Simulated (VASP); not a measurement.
The system is SrO.

```xyz
4
Lattice="3.6000 0.0000 0.0000 -1.8000 3.1177 0.0000 0.0000 0.0000 6.2991" Properties=species:S:1:pos:R:3 pbc="T T T"
Sr    1.8000    1.0392    4.7243
Sr    0.0000    2.0785    1.5748
O     0.0000    0.0000    3.1496
O     0.0000    0.0000    0.0000
```

Base run:

| Quantity | Value |
| --- | --- |
| Program | VASP 6.6.1 |
| Functional | PBEsol |
| Potentials or basis | VASP PAW PBE potentials, release 64 (Sr_sv, O) |
| Cutoff | 520 eV |
| k mesh | 9 × 9 × 5 |
| Occupations | fermi-dirac, width 0.05 eV |
| Spin | no spin polarisation |

Its results: band gap on the k mesh 2.71 eV; pressure -4.8 GPa.

Problem. The run is repeated on the same cell with these changes: functional from PBEsol to LDA; potentials or basis from VASP PAW PBE potentials, release 64 (Sr_sv, O) to VASP PAW LDA potentials, release 64 (Sr_sv, O). What comes out?

Solution. Band gap on the k mesh 2.66 eV; pressure -7.8 GPa.

Caveats: the cell stands under tension; the PAW data sets were made with another functional, which shifts forces and pressure a little (at least some runs).

A k mesh can miss the band edges.
